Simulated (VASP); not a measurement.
Set up this calculation in VASP 6.6.1, as the native input.

- Task: single point
- Functional: PBEsol
- Potentials or basis: VASP PAW PBE potentials, release 64 (Sn_d)
- Cutoff: 520 eV
- k mesh: 14 × 14 × 14
- Occupations: fermi-dirac, width 0.1 eV
- Spin: collinear spin, zero start
- Starting moments: [0.0] μB
- Dipole correction: no
- Further INCAR settings: ALGO = Normal; EDIFF = 1e-07; NBANDS = 17; ISYM = 0

The structure of Sn lies in POSCAR:

```
Sn
1.0
    2.2348668008      0.0000000000      0.0000000000
    0.0000000000      2.2348668008      0.0000000000
    0.0000000000      0.0000000000      2.2348668008
Sn
1
Direct
    0.0000000000      0.0000000000      0.0000000000
```

This isn't the form of Sn at room conditions, which is tetragonal (white tin).

The input as run:

INCAR

```
SYSTEM = Sn
ALGO = Normal ; EDIFF = 1E-7
ENCUT = 520 ; GGA = PS
ISIF = 2 ; ISMEAR = -1
ISPIN = 2 ; ISYM = 0
LASPH = .True. ; LCHARG = .False.
LORBIT = 11 ; LREAL = .False.
LWAVE = .False. ; MAGMOM = 0
NBANDS = 17 ; NELM = 150
PREC = Accurate ; SIGMA = 0.1
```

KPOINTS

```
k-points
0
Gamma
  14 14 14
  0 0 0
```

Potentials or basis: VASP PAW PBE potentials, release 64 (Sn_d).

Run with:

```bash
$ cat potpaw_PBE.64/Sn_d/POTCAR > POTCAR
$ mpirun -np 1 vasp_std > vasp.out
```

Results of the run:

- Pressure: 446.0 GPa
- Band gap on the k mesh: zero (filled and empty bands overlap)
- Net moment: 0.00 μB per cell

Caveat: the cell stands under pressure; the PAW data sets were made with another functional, which shifts forces and pressure a little; spin-orbit coupling is left out, which moves the levels of the heavy elements.

Run time: 6.6 min on 1 thread of Intel(R) Xeon(R) Platinum 8259CL CPU @ 2.50GHz (Skylake/Cascade Lake), with other jobs on the host, peak memory 0.46 GiB.
